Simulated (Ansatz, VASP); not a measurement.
## GaAsSe3 in VASP and in Ansatz

```
Ga As Se
1.0
     3.39252   -3.49607   -0.10768
     3.39252    3.49607   -0.10768
    -3.56392    0.00000    6.56811
Ga As Se
1 1 3
Direct
  0.09935 0.09935 0.05867
  0.64637 0.64637 0.26150
  0.22861 0.63681 0.38730
  0.63681 0.22861 0.38730
  0.38871 0.38871 0.90523
```

Change from the starting cell: species swapped into the CeGa3Au type (Cm, No. 8).

Alike in both runs: functional PBE; k mesh 3 × 3 × 2; occupations gaussian, width 0.15 eV; no spin polarisation.

Ansatz relaxed the structure, and its values are those at the end. VASP's run is a single point on that final structure, the one shown.

|  | VASP | Ansatz |
| --- | --- | --- |
| version | VASP 6.6.1 | Ansatz 0.2.0 |
| potentials or method | VASP PAW PBE potentials, release 64 (Ga_d, As, Se), cutoff 500 eV | scalar-relativistic, plane waves, PAW |
| valence electrons in the cell | 36 | 76 |

Ansatz gave:

```
gap on the k mesh at the Fermi level (eV) : none
pressure (GPa)                            : 0.2
rms of the force components (eV/Å)        : 0.018
```

Task: Which values does VASP return?

Result: gap on the k mesh at the Fermi level (eV): none; pressure (GPa): 0.3; rms of the force components (eV/Å): 0.034.

A gap of «none» marks a metal or a gap that the smearing closes. The functional is the same, so the differences come from potentials, cutoffs and numerics. VASP's potentials hold 36 valence electrons a cell and Ansatz's 76, so a difference there can come from the potentials and not from the codes.

The k mesh is coarse, so the values compare programs but aren't converged.
